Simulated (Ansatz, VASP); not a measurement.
**Hf in VASP and in Ansatz**

```
Hf
1.0
    -1.74645    1.74645    1.74645
     1.74645   -1.74645    1.74645
     1.74645    1.74645   -1.74645
Hf
1
Cartesian
  0.0000 0.0000 0.0000
```

Alike in both runs: functional PBEsol; k mesh 8 × 8 × 8; occupations gaussian, width 0.1 eV; no spin polarisation.

Ansatz relaxed the structure, and its values are those at the end. VASP's run is a single point on that final structure, the one shown.

```csv
,VASP,Ansatz
version,VASP 6.6.1,Ansatz 0.2.0
potentials or method,"VASP PAW PBE potentials, release 64 (Hf_pv), cutoff 520 eV","scalar-relativistic, plane waves, PAW"
valence electrons in the cell,10,26
```

VASP gave:

```
gap on the k mesh at the Fermi level (eV) : none
pressure (GPa)                            : -0.3
```

Task: Estimate Ansatz's values.

Result: gap on the k mesh at the Fermi level (eV): none; pressure (GPa): -0.1.

VASP's potentials were made for PBE, not for PBEsol. A gap of «none» marks a metal or a gap that the smearing closes. VASP's potentials hold 10 valence electrons a cell and Ansatz's 26, so a difference there can come from the potentials and not from the codes.

Spin-orbit coupling is off throughout.
